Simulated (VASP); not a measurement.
Here is a VASP 6.6.1 calculation.

Contents of POSCAR:

```
AlRu
1.0
    3.0099668506      0.0000000000      0.0000000000
    0.0000000000      3.0099668506      0.0000000000
    0.0000000000      0.0000000000      3.0099668506
Ru Al
1 1
Direct
    0.0000000000      0.0000000000      0.0000000000
    0.5000000000      0.5000000000      0.5000000000
```

Contents of INCAR.step1:

```
ALGO = Normal
EDIFF = 1E-5
ENCUT = 420
GGA = PE
GGA_COMPAT = F
ISIF = 2
ISMEAR = -1
LASPH = T
LCHARG = F
LREAL = F
LWAVE = T
NBANDS = 16
NELM = 120
PREC = Accurate
SIGMA = 0.1
```

File INCAR.step2:

```
ALGO = Normal
EDIFF = 1E-6
ENCUT = 420
GGA = PE
GGA_COMPAT = F
HFSCREEN = 0.2079
ISIF = 2
ISMEAR = -1
ISTART = 1
LASPH = T
LCHARG = F
LHFCALC = T
LREAL = F
LWAVE = F
NBANDS = 16
NELM = 120
PREC = Accurate
PRECFOCK = Normal
SIGMA = 0.1
```

Contents of KPOINTS:

```
k-points
0
Gamma
  4 4 4
```

Potentials or basis: VASP PAW PBE potentials, release 64 (Ru_sv, Al).

Launch:

```sh
$ cat potpaw_PBE.64/Ru_sv/POTCAR potpaw_PBE.64/Al/POTCAR > POTCAR
$ cp INCAR.step1 INCAR
$ mpirun -np 1 vasp_std > vasp.out
$ cp INCAR.step2 INCAR
$ mpirun -np 1 vasp_std > vasp.out
```

What does it give for the pressure?

-11.6 GPa.

Estimate the band gap on the k mesh.

zero (an odd number of electrons rules out a gap without spin polarisation).

Caveat: the k points lie up to 0.52 Å⁻¹ apart, too coarse for converged energies and pressures of a metal; the PAW data sets were made with another functional, which shifts forces and pressure a little.
